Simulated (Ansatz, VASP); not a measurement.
## SiH6C: VASP beside Ansatz

```
CELL_PARAMETERS angstrom
14.00000 0.00000 0.00000
0.00000 14.50000 0.00000
0.00000 0.00000 15.00000
ATOMIC_POSITIONS crystal
C 0.42726 0.47996 0.48982
Si 0.56042 0.49594 0.48731
H 0.39409 0.52722 0.53790
H 0.40865 0.40917 0.50913
H 0.39595 0.49353 0.42401
H 0.58560 0.59237 0.46089
H 0.60548 0.43143 0.42186
H 0.60290 0.47754 0.57704
```

Alike in both runs: functional PBE; dispersion D3(BJ); k mesh 1 × 1 × 1; occupations gaussian, width 0.005 eV; no spin polarisation.

Ansatz relaxed the structure, and its values are those at the end. VASP's run is a single point on that final structure, the one shown.

|  | VASP | Ansatz |
| --- | --- | --- |
| version | VASP 6.6.1 | Ansatz 0.2.0 |
| potentials or method | VASP PAW PBE potentials, release 64 (C, Si, H), cutoff 520 eV | scalar-relativistic, plane waves, PAW |
| valence electrons in the cell | 14 | 14 |

|  | VASP | Ansatz | Ansatz less VASP |
| --- | --- | --- | --- |
| gap on the k mesh at the Fermi level (eV) | 7.20 | 7.20 | 0.000 |
| rms of the force components (eV/Å) | 0.011 | 0.000 | -0.0109 |
